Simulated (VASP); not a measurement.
Write the native input for VASP 6.6.1 that does the following.

| Property | Result |
| --- | --- |
| Task | single point |
| Functional | LDA |
| Potentials or basis | VASP PAW LDA potentials, release 64 (Pt) |
| Cutoff | 400 eV |
| k mesh | 13 × 13 × 1 |
| Occupations | gaussian, width 0.1 eV |
| Spin | no spin polarisation |
| Dipole correction | yes |
| Further INCAR settings | ALGO = Normal; EDIFF = 1e-06; NBANDS = 44; NELMDL = -8 |

The structure of Pt lies in POSCAR:

```
Pt
1.0
    2.7531922012      0.0000000000      0.0000000000
    0.0000000000      2.7531922012      0.0000000000
    0.0000000000      0.0000000000     26.6808052523
Pt
7
Direct
    0.5000000000      0.5000000000      0.2811009611
    0.0000000000      0.0000000000      0.3540673074
    0.5000000000      0.5000000000      0.4270336537
    0.0000000000      0.0000000000      0.5000000000
    0.5000000000      0.5000000000      0.5729663463
    0.0000000000      0.0000000000      0.6459326926
    0.5000000000      0.5000000000      0.7188990389
```

One way to write it, as run:

INCAR

```
  PREC = Accurate
  ENCUT = 400
  EDIFF = 1E-6
  ISMEAR = 0
  SIGMA = 0.1
  LREAL = F
  LASPH = T
  NELM = 120
  ALGO = Normal
  ISIF = 2
  LWAVE = F
  LCHARG = F
  LDIPOL = T
  IDIPOL = 3
  DIPOL = 0.5 0.5 0.500
  GGA = CA
  NBANDS = 44
  GGA_COMPAT = F
  NELMDL = -8
```

KPOINTS

```
regular mesh
0
Gamma
  13 13 1
```

Potentials or basis: VASP PAW LDA potentials, release 64 (Pt).

Run with:

```bash
$ cat potpaw_LDA.64/Pt/POTCAR > POTCAR
$ mpirun -np 1 vasp_std > vasp.out
```

It gave:

```json
{
  "Largest force": "0.380 eV/Å",
  "Band gap on the k mesh": "zero (band 35 reaches 3.86 eV, above the bottom of band 36 at 2.36 eV)"
}
```

Caveat: spin-orbit coupling is left out, which moves the levels of the heavy elements.

Run time: 5.3 min on 1 thread of Intel(R) Xeon(R) Platinum 8259CL CPU @ 2.50GHz (Skylake/Cascade Lake) (shared host), peak memory 0.26 GiB.
